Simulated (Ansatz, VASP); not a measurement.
**AgCl: VASP beside Ansatz**

```xyz
2
Lattice="0.0000 2.7844 2.6773 2.7844 0.0000 2.6773 2.7844 2.7844 0.0000" Properties=species:S:1:pos:R:3 pbc="T T T"
Ag    2.7844    2.9392    2.6773
Cl    0.0000   -0.4711    0.0000
```

Change from the starting cell: mode 5 frozen in at -0.453 Å, equal normal strain along x and y +0.0400.

Alike in both runs: task single point; functional LDA; k mesh 10 × 10 × 10; occupations gaussian, width 0.05 eV; no spin polarisation.

```csv
,VASP,Ansatz
version,VASP 6.6.1,Ansatz 0.2.0
potentials or method,"VASP PAW LDA potentials, release 64 (Ag, Cl), cutoff 520 eV","scalar-relativistic, plane waves, PAW"
valence electrons in the cell,18,26
```

Ansatz gave:

* gap on the k mesh at the Fermi level (eV): 1.02
* least direct gap on the mesh (eV): 1.31
* pressure (GPa): 5.1
* traceless stress, the component that is largest in VASP (GPa): 17.63
* rms of the force components (eV/Å): 1.685

**Question.** What did VASP give for the same quantities?

**Answer.** gap on the k mesh at the Fermi level (eV): 1.03; least direct gap on the mesh (eV): 1.33; pressure (GPa): 5.1; traceless stress, the component that is largest in VASP (GPa): 17.66; rms of the force components (eV/Å): 1.690.

LDA's correlation is that of Perdew and Zunger in VASP and of Perdew and Wang (1992) in Ansatz. Atom by atom the forces differ by 0.004 eV/Å (rms over components). VASP's potentials hold 18 valence electrons a cell and Ansatz's 26, so a difference there can come from the potentials and not from the codes.
